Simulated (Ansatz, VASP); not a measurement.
**Two plane-wave programs on CdSe**

```
Cd Se
1.0
     0.00000    2.87396    2.87396
     2.87396    0.00000    2.87396
     2.87396    2.87396    0.00000
Cd Se
1 1
Direct
  0.00000 0.00000 0.00000
  0.50000 0.50000 0.50000
```

Alike in both runs: task relaxation of cell and atoms; functional LDA; k mesh 8 × 8 × 8; occupations fermi-dirac, width 0.05 eV; no spin polarisation.

|  | VASP | Ansatz |
| --- | --- | --- |
| version | VASP 6.6.1 | Ansatz 0.2.0 |
| potentials or method | VASP PAW LDA potentials, release 64 (Cd, Se) | Ansatz PAW |
| plane-wave cutoff (eV) | 600 | 420 |
| valence electrons in the cell | 18 | 36 |

|  | VASP | Ansatz | Ansatz less VASP |
| --- | --- | --- | --- |
| gap on the k mesh at the Fermi level, each at its own relaxed structure (eV) | none | none | - |
| relaxed volume (Å³/atom) | 21.71 | 21.54 | -0.168 |
| relaxed cell length with the largest relative difference (Å) | 3.945 | 3.935 | -0.0102 |

LDA's correlation is that of Perdew and Zunger in VASP and of Perdew and Wang (1992) in Ansatz. A gap of «none» marks a metal or a gap that the smearing closes. VASP's potentials hold 18 valence electrons a cell and Ansatz's 36, so a difference there can come from the potentials and not from the codes.

Noted on Ansatz's run: the plane-wave basis is chosen anew once the cell has moved, so the energies of steps on either side of that aren't comparable.
